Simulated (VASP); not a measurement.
AlN: single point with PBE

The system is AlN.

```
Al N
1.0
     0.00000    2.20159    2.20159
     2.20159    0.00000    2.20159
     2.20159    2.20159    0.00000
Al N
1 1
Direct
  0.00000 0.00000 0.00000
  0.86355 0.63645 0.63645
```

This cell differs from its parent crystal: all N atoms moved -0.500 Å, as atom 2 along Cartesian [1 0 0].

| Quantity | Value |
| --- | --- |
| Program | VASP 6.6.1 |
| Task | single point |
| Functional | PBE |
| Potentials or basis | VASP PAW PBE potentials, release 64 (Al, N) |
| Cutoff | 520 eV |
| k mesh | 10 × 10 × 10 |
| Occupations | gaussian, width 0.05 eV |
| Spin | no spin polarisation |
| Dipole correction | no |
| Further INCAR settings | ALGO = Normal; EDIFF = 1e-07; NBANDS = 11 |

```
Pressure               : 25.5 GPa
Largest force          : 5.183 eV/Å
Band gap on the k mesh : 2.23 eV, indirect (least direct gap 2.59 eV)
```

Forces in eV/Å, atoms in the order of the input:
```
Al  -5.183  0.000  0.000
N    5.183  0.000  0.000
```

Stress tensor (GPa, compression positive):
```
 -3.03   0.00   0.00
  0.00  39.73 -39.89
  0.00 -39.89  39.73
```

Levels at points of the mesh, in eV from the valence-band top:
```csv
k point,band 1,band 2,band 3,band 4,band 5,band 6,band 7,band 8
"(0.00, 0.00, 0.00)",-15.79,-2.17,-0.67,0.00,2.59,11.44,11.51,11.82
"(0.50, 0.00, 0.00)",-13.93,-6.25,-2.58,-0.79,5.78,8.57,10.31,10.39
"(0.00, 0.50, 0.00)",-13.76,-6.98,-1.46,-0.63,5.51,7.84,9.70,11.42
"(0.50, 0.50, 0.00)",-13.24,-5.89,-2.49,-2.28,2.23,6.46,11.48,14.88
"(0.00, 0.50, 0.50)",-13.28,-5.64,-3.63,-2.04,2.62,7.76,11.77,14.42
```

Run time: 20 s on 1 thread of AMD EPYC 9R45 96-Core Processor (Zen 5), on a shared host, peak memory 0.13 GiB.

Caveat: the cell differs from its parent crystal (all N atoms moved -0.500 Å, as atom 2 along Cartesian [1 0 0]); forces of over 1 eV/Å act on the atoms, so gaps and moduli don't describe the material at rest. A k mesh can miss the band edges.
